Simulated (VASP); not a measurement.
The system is AlN.

```xyz
2
Lattice="0.0000 2.1394 2.1394 2.1394 0.0000 2.1394 2.1394 2.1394 0.0000" Properties=species:S:1:pos:R:3 pbc="T T T"
Al    0.0000    0.0000    0.0000
N     1.0697    1.0697    1.0697
```

Base run:

| Quantity | Value |
| --- | --- |
| Program | VASP 6.6.1 |
| Functional | PBEsol |
| Dispersion | D4 |
| Potentials or basis | VASP PAW PBE potentials, release 64 (Al, N) |
| Cutoff | 520 eV |
| k mesh | 10 × 10 × 10 |
| Occupations | fermi-dirac, width 0.05 eV |
| Spin | no spin polarisation |

Its results: band gap on the k mesh 3.21 eV, indirect (least direct gap 4.69 eV); pressure 12.8 GPa.

Q: After a change of settings the same cell gave: band gap on the k mesh 3.38 eV, indirect (least direct gap 4.78 eV); pressure 10.4 GPa. Which change was it?
A. functional from PBEsol to PBE; cutoff from 520 eV to 600 eV
B. functional from PBEsol to r2SCAN; further incar settings from ALGO = Normal; EDIFF = 1e-06; NBANDS = 11 to ALGO = Normal; EDIFF = 1e-07; NBANDS = 11
C. functional from PBEsol to revPBE; cutoff from 520 eV to 600 eV
D. functional from PBEsol to PBE exchange alone; dispersion from D4 to none; cutoff from 520 eV to 600 eV

A: C.

Caveats: the PAW data sets were made with another functional, which shifts forces and pressure a little.
